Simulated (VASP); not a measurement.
# TiSn2Te4 (Cmmm) in VASP: notebook, part 2 of 2

VASP 6.6.1.

## (3) Relaxation of cell and atoms, PBE

This run uses another cell than the first one, of 31.02 Å³/atom, 0.907 times its volume.

Contents of INCAR:

```
  PREC = Accurate
  ENCUT = 600
  EDIFF = 1E-7
  ISMEAR = 0
  SIGMA = 0.2
  LREAL = False
  LASPH = True
  NELM = 60
  ALGO = Normal
  ISIF = 3
  LWAVE = False
  LCHARG = False
  GGA = PE
  IBRION = 2
  NSW = 36
  EDIFFG = -0.08
```

Contents of KPOINTS:

```
regular mesh
0
Gamma
  3 3 4
```

Contents of POSCAR:

```
TiSn2Te4
1.0
    4.3569163600     -6.0394634300      0.0000000000
    4.3569163600      6.0394634300      0.0000000000
    0.0000000000      0.0000000000      4.1254907000
Ti Sn Te
1 2 4
Direct
    0.0000000000      0.0000000000      0.0000000000
    0.5000000000      0.0000000000      0.5000000000
    0.0000000000      0.5000000000      0.5000000000
    0.2291006300      0.7708993700      0.0000000000
    0.7708993700      0.2291006300      0.0000000000
    0.2173306000      0.2173306000      0.5000000000
    0.7826694000      0.7826694000      0.5000000000
```

Potentials or basis: VASP PAW PBE potentials, release 64 (Ti_sv, Sn_d, Te).

Command:

```
$ cat potpaw_PBE.64/Ti_sv/POTCAR potpaw_PBE.64/Sn_d/POTCAR potpaw_PBE.64/Te/POTCAR > POTCAR
$ mpirun -np 1 vasp_std > vasp.out
```

OUTCAR:

```text
PREC = Accurate
   ENCUT = 600
   EDIFF = 1E-7
   ISMEAR = 0
   LREAL = False
   LASPH = True
   NELM = 60
   ISIF = 3
   GGA = PE
   IBRION = 2
   NSW = 36
   EDIFFG = -0.08

 ion  position               nearest neighbor table
   1  0.000  0.000  0.000-   4 2.77   5 2.77   6 2.80   7 2.80   6 2.80   7 2.80
   2  0.500  0.000  0.500-   4 3.01   5 3.01   4 3.01   5 3.01   6 3.03   7 3.03
   3  0.000  0.500  0.500-   4 3.01   5 3.01   4 3.01   5 3.01   6 3.03   7 3.03
   4  0.229  0.771  0.000-   1 2.77   2 3.01   3 3.01   2 3.01   3 3.01
   5  0.771  0.229  0.000-   1 2.77   2 3.01   3 3.01   2 3.01   3 3.01
   6  0.217  0.217  0.500-   1 2.80   1 2.80   3 3.03   2 3.03
   7  0.783  0.783  0.500-   1 2.80   1 2.80   3 3.03   2 3.03

  LATTYP: Found a base centered orthorhombic cell.
 ALAT       =     8.7138327200
 B/A-ratio  =     1.3861784186
 C/A-ratio  =     0.4734415765

  Lattice vectors:

 A1 = (   4.3569163600,  -6.0394634300,   0.0000000000)
 A2 = (   4.3569163600,   6.0394634300,   0.0000000000)
 A3 = (   0.0000000000,   0.0000000000,   4.1254907000)

Analysis of symmetry for initial positions (statically):
=====================================================================
 Subroutine PRICEL returns:
 Original cell was already a primitive cell.

 Routine SETGRP: Setting up the symmetry group for a
 base centered orthorhombic supercell.

 Subroutine GETGRP returns: Found  8 space group operations
 (whereof  8 operations were pure point group operations)
 out of a pool of  8 trial point group operations.

The static configuration has the point symmetry D_2h.

Analysis of symmetry for dynamics (positions and initial velocities):
=====================================================================
 Subroutine PRICEL returns:
 Original cell was already a primitive cell.

 Routine SETGRP: Setting up the symmetry group for a
 base centered orthorhombic supercell.

 Subroutine GETGRP returns: Found  8 space group operations
 (whereof  8 operations were pure point group operations)
 out of a pool of  8 trial point group operations.

The dynamic configuration has the point symmetry D_2h.

 Subroutine INISYM returns: Found  8 space group operations
 (whereof  8 operations are pure point group operations),
 and found     1 'primitive' translations

----------------------------------------------------------------------------------------

                                     Primitive cell

  volume of cell :     217.1117

  direct lattice vectors                    reciprocal lattice vectors
     4.356916360 -6.039463430  0.000000000     0.114760064 -0.082788812  0.000000000
     4.356916360  6.039463430  0.000000000     0.114760064  0.082788812  0.000000000
     0.000000000  0.000000000  4.125490700     0.000000000  0.000000000  0.242395408

  length of vectors
     7.447001993  7.447001993  4.125490700     0.141505688  0.141505688  0.242395408

  position of ions in fractional coordinates (direct lattice)
     0.000000000  0.000000000  0.000000000
     0.500000000  0.000000000  0.500000000
     0.000000000  0.500000000  0.500000000
     0.229100630  0.770899370  0.000000000
     0.770899370  0.229100630  0.000000000
     0.217330600  0.217330600  0.500000000
[... 45 lines left out ...]
  0.333333  0.000000  0.250000      8.000000
  0.333333  0.333333  0.250000      4.000000
 -0.333333  0.333333  0.250000      4.000000
  0.000000  0.000000  0.500000      1.000000
  0.333333  0.000000  0.500000      4.000000
  0.333333  0.333333  0.500000      2.000000
 -0.333333  0.333333  0.500000      2.000000
   k-points           NKPTS =     12   k-points in BZ     NKDIM =     12   number of bands    NBANDS=     38
   number of dos      NEDOS =    301   number of ions     NIONS =      7
   total plane-waves  NPLWV = 129600
   dimension x,y,z NGX =    60 NGY =   60 NGZ =   36
   dimension x,y,z NGXF=   120 NGYF=  120 NGZF=   72
   ions per type =               1   2   4
   NGX,Y,Z   is equivalent  to a cutoff of  13.39, 13.39, 14.51 a.u.
   NGXF,Y,Z  is equivalent  to a cutoff of  26.79, 26.79, 29.01 a.u.
 SYSTEM =  unknown system
   PREC   = accura    normal or accurate (medium, high low for compatibility)
   ISTART =      0    job   : 0-new  1-cont  2-samecut
   ICHARG =      2    charge: 1-file 2-atom 10-const
   ISPIN  =      1    spin polarized calculation?
   LNONCOLLINEAR =      F non collinear calculations
   LSORBIT =      F    spin-orbit coupling
   LASPH  =      T    aspherical Exc in radial PAW
   ENCUT  =  600.0 eV  44.10 Ry    6.64 a.u.  14.87 14.87  8.24*2*pi/ulx,y,z
   NELM   =     60;   NELMIN=  2; NELMDL= -5     # of ELM steps
   EDIFF  = 0.1E-06   stopping-criterion for ELM
   LREAL  =      F    real-space projection
   EDIFFG = -.8E-01   stopping-criterion for IOM
   NSW    =     36    number of steps for IOM
   IBRION =      2    ionic relax: 0-MD 1-quasi-New 2-CG
   NFREE  =      1    steps in history (QN), initial steepest desc. (CG)
   ISIF   =      3    stress and relaxation
   ISYM   =      2    0-nonsym 1-usesym 2-fastsym
   POTIM  = 0.5000    time-step for ionic-motion
   TEBEG  =    0.0;   TEEND  =   0.0 temperature during run
   PSTRESS=    0.0 pullay stress
   NELECT =      64.0000    total number of electrons
   NUPDOWN=      -1.0000    fix difference up-down
   EMIN   =  10.00;   EMAX   =-10.00  energy-range for DOS
   EFERMI =   0.00;   METHOD = LEGACY
   ISMEAR =     0;   SIGMA  =   0.20  broadening in eV -4-tet -1-fermi 0-gaus
   EFERMI_NEDOS =   21; number of points for ismear=-14 and -15
   IALGO  =     38    algorithm
   IMIX   =      4    mixing-type and parameters
     AMIX     =   0.40;   BMIX     =  1.00
     AMIX_MAG =   1.60;   BMIX_MAG =  1.00
  volume/ion in A,a.u.               =      31.02       209.31
  Fermi-wavevector in a.u.,A,eV,Ry     =   1.089533  2.058919 16.151236  1.187082
  Thomas-Fermi vector in A             =   2.225738
   LORBIT       =      0    0 simple, 1 ext, 2 COOP (PROOUT), +10 PAW based schemes
   GGA     = PE    functional components
   LHFCALC =     F    Hartree Fock is set to
   AEXX    =    0.0000 exact exchange contribution
   IVDW    =     0    specifies the selected vdW correction
   LEPSILON=     F    determine dielectric tensor
   LRPA    =     F    only Hartree local field effects (RPA)
 conjugate gradient relaxation of ions
 non-spin polarized calculation
 Gauss-broadening in eV      SIGMA  =   0.20
  energy-cutoff  :      600.00
  volume of cell :      217.11
 maximum number of plane-waves:      7274
   NGX = 29   NGY = 29   NGZ = 17

--------------------------------------- Ionic step        1  -------------------------------------------

 number of electron      63.9999998 magnetization

 Free energy of the ion-electron system (eV)
  ---------------------------------------------------
  ext. energy  EPLUGINS =         0.00000000
  ---------------------------------------------------
  free energy    TOTEN  =       -30.63566507 eV

  energy without entropy =      -30.58322101  energy(sigma->0) =      -30.60944304

------------------------ aborting loop because EDIFF is reached ----------------------------------------

  FORCE on cell =-STRESS in cart. coord.  units (eV):
  Direction    XX          YY          ZZ          XY          YZ          ZX
  --------------------------------------------------------------------------------------
  -------------------------------------------------------------------------------------
  Total        6.8852021      4.9145726      6.4120012      0.0000000      0.0000000      0.0000000
  in kB       50.8094023     36.2671268     47.3174129      0.0000000      0.0000000      0.0000000
  external PRESSURE =      44.7979806 kB  Pullay stress =       0.0000000 kB
[... 28 lines left out ...]
--------------------------------------- Ionic step        2  -------------------------------------------

 number of electron      63.9999995 magnetization

 E-fermi :   4.8359     XC(G=0):  -8.6611

 val. band max:        4.8002374211   @ k =   0.0000   0.0000   0.5000
 cond. band min:       4.9073881086   @ k =  -0.3333   0.3333   0.0000
 fundamental gap:      0.1071506875
 Fermi energy:         4.8358909361

 k-point     1 :       0.0000    0.0000    0.0000
  band No.  band energies     occupation
      1     -53.2175      2.00000
      2     -29.4504      2.00000
      3     -29.4303      2.00000
      4     -29.4015      2.00000
      5     -16.9096      2.00000
      6     -16.9096      2.00000
[... 685 lines left out ...]
--------------------------------------- Ionic step        7  -------------------------------------------

 number of electron      63.9999986 magnetization

 Free energy of the ion-electron system (eV)
  ---------------------------------------------------
  ext. energy  EPLUGINS =         0.00000000
  ---------------------------------------------------
  free energy    TOTEN  =       -30.89857418 eV

  energy without entropy =      -30.84922167  energy(sigma->0) =      -30.87389792

 E-fermi :   5.2047     XC(G=0):  -8.7737

 val. band max:        5.1391519018   @ k =   0.0000   0.0000   0.5000
 cond. band min:       5.3041026837   @ k =   0.0000   0.0000   0.0000
 fundamental gap:      0.1649507819
 Fermi energy:         5.2047023454

 k-point     1 :       0.0000    0.0000    0.0000
  band No.  band energies     occupation
      1     -52.7425      2.00000
      2     -28.9932      2.00000
      3     -28.9659      2.00000
      4     -28.9374      2.00000
      5     -16.5922      2.00000
      6     -16.5911      2.00000
[... 515 lines left out ...]
  FREE ENERGIE OF THE ION-ELECTRON SYSTEM (eV)
  ---------------------------------------------------
  free  energy   TOTEN  =       -30.8985741758 eV

  energy  without entropy=      -30.8492216724  energy(sigma->0) =      -30.87389792

 reached required accuracy - stopping structural energy minimisation
```

Run time: 8.7 min. Hardware: 1 thread of Intel Xeon 6975P-C (Granite Rapids), shared host; peak memory 0.43 GiB.

What came out:

| Item | Value |
| --- | --- |
| Free energy | -30.8986 eV |
| Relaxed volume | 33.97 Å³/atom |
| Relaxed cell | a = 7.667 Å, b = 7.667 Å, c = 4.228 Å, α = 90.00°, β = 90.00°, γ = 106.93° |
| Space group after relaxing (to 0.05 Å) | Cmmm (No. 65) |
| Energy gained by relaxing | 37.6 meV/atom |
| Ionic steps | 7 |
| Pressure after relaxing | 0.0 GPa |
| Largest force after relaxing | 0.062 eV/Å |
| Band gap on the k mesh | zero (band 32 reaches 5.31 eV, above the bottom of band 33 at 5.30 eV) |

Forces in eV/Å, atoms in the order of the input:
```
Ti   0.000  0.000  0.000
Sn   0.000  0.000  0.000
Sn   0.000  0.000  0.000
Te   0.000 -0.055  0.000
Te   0.000  0.055  0.000
Te  -0.062  0.000  0.000
Te   0.062  0.000  0.000
```

Step by step:
```tsv
step	energy change (eV)	largest force (eV/Å)	pressure (GPa)	volume (Å³)
1	0.0000	0.4982	4.48	217.11
2	-0.1868	0.4434	-1.74	245.51
3	-0.2498	0.1656	0.04	235.26
4	-0.2535	0.1516	0.04	235.64
5	-0.2599	0.1085	0.07	236.79
6	-0.2605	0.0908	0.08	237.25
7	-0.2629	0.0620	0.04	237.79
```

Final structure:
```yaml
crystal:
  lattice:
    - [4.56467, -6.16058, 0.00000]
    - [4.56467, 6.16058, 0.00000]
    - [0.00000, 0.00000, 4.22793]
  atoms:
    - { symbol: Ti, position: [0.00000, 0.00000, 0.00000] }
    - { symbol: Sn, position: [0.50000, 0.00000, 0.50000] }
    - { symbol: Sn, position: [0.00000, 0.50000, 0.50000] }
    - { symbol: Te, position: [0.22862, 0.77138, 0.00000] }
    - { symbol: Te, position: [0.77138, 0.22862, 0.00000] }
    - { symbol: Te, position: [0.21411, 0.21411, 0.50000] }
    - { symbol: Te, position: [0.78589, 0.78589, 0.50000] }
```

Caveat: the k points lie up to 0.37 Å⁻¹ apart in the final cell; spin-orbit coupling is left out, which moves the levels of the heavy elements; the relaxation stopped at a loose force limit of 0.08 eV/Å, so its end isn't a converged minimum.
